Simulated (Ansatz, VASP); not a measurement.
Two plane-wave programs on BaTe

Contents of INCAR:

```
  PREC = Accurate
  ENCUT = 600
  EDIFF = 1E-6
  ISMEAR = 0
  SIGMA = 0.02
  LREAL = False
  LASPH = True
  NELM = 80
  ALGO = Normal
  ISIF = 3
  LWAVE = False
  LCHARG = False
  GGA = PE
  IBRION = 2
  NSW = 100
  EDIFFG = -0.01
```

KPOINTS

```
regular mesh
0
Gamma
  6 6 4
```

The input POSCAR:

```
BaTe
1.0
    4.9084037900      0.0000000000      0.0000000000
   -2.4542018900      4.2508023700      0.0000000000
    0.0000000000      0.0000000000      9.2142726000
Ba Te
2 2
Direct
    0.6666666700      0.3333333300      0.7500000000
    0.3333333300      0.6666666700      0.2500000000
    0.0000000000      0.0000000000      0.0000000000
    0.0000000000      0.0000000000      0.5000000000
```

Input for Ansatz:

```yaml
crystal:
  lattice:
    - [4.90840379, 0.0, 0.0]
    - [-2.45420189, 4.25080237, 0.0]
    - [0.0, 0.0, 9.2142726]
  atoms:
    - { symbol: Ba, position: [0.66666667, 0.33333333, 0.75] }
    - { symbol: Ba, position: [0.33333333, 0.66666667, 0.25] }
    - { symbol: Te, position: [0.0, 0.0, 0.0] }
    - { symbol: Te, position: [0.0, 0.0, 0.5] }
basis:
  ecutwfc: 420
kpoints:
  mp_grid: { grid: [6, 6, 4] }
hamiltonian:
  xc: pbe
scf:
  occupations: { method: gaussian, width: 0.02 }
output:
  forces: true
  stress: true
  eigenvalues: true
  write_density: true
  write_potential: true
  elf: true
  volumetric_format: npy
relax:
  adjacent_minimum: "off"
  f_tol: 0.01
  max_steps: 80
  cell: { stress_tol: 0.05 }
```

Alike in both runs: task relaxation of cell and atoms; functional PBE; k mesh 6 × 6 × 4; occupations gaussian, width 0.02 eV; no spin polarisation.

|  | VASP | Ansatz |
| --- | --- | --- |
| version | VASP 6.6.1 | Ansatz 0.2.0 |
| potentials or method | VASP PAW PBE potentials, release 64 (Ba_sv, Te), cutoff 600 eV | scalar-relativistic, plane waves, PAW |
| valence electrons in the cell | 32 | 52 |

Ansatz gave:

```
gap on the k mesh at the Fermi level, each at its own relaxed structure (eV)  : 1.37
relaxed volume (Å³/atom)                                                      : 43.82
relaxed length of the cell vector where the two differ most in proportion (Å) : 4.849
```

Which values does VASP return?

gap on the k mesh at the Fermi level, each at its own relaxed structure (eV): 1.33; relaxed volume (Å³/atom): 44.30; relaxed length of the cell vector where the two differ most in proportion (Å): 4.869.

VASP's potentials hold 32 valence electrons a cell and Ansatz's 52, so a difference there can come from the potentials and not from the codes.

Spin-orbit coupling is off throughout.
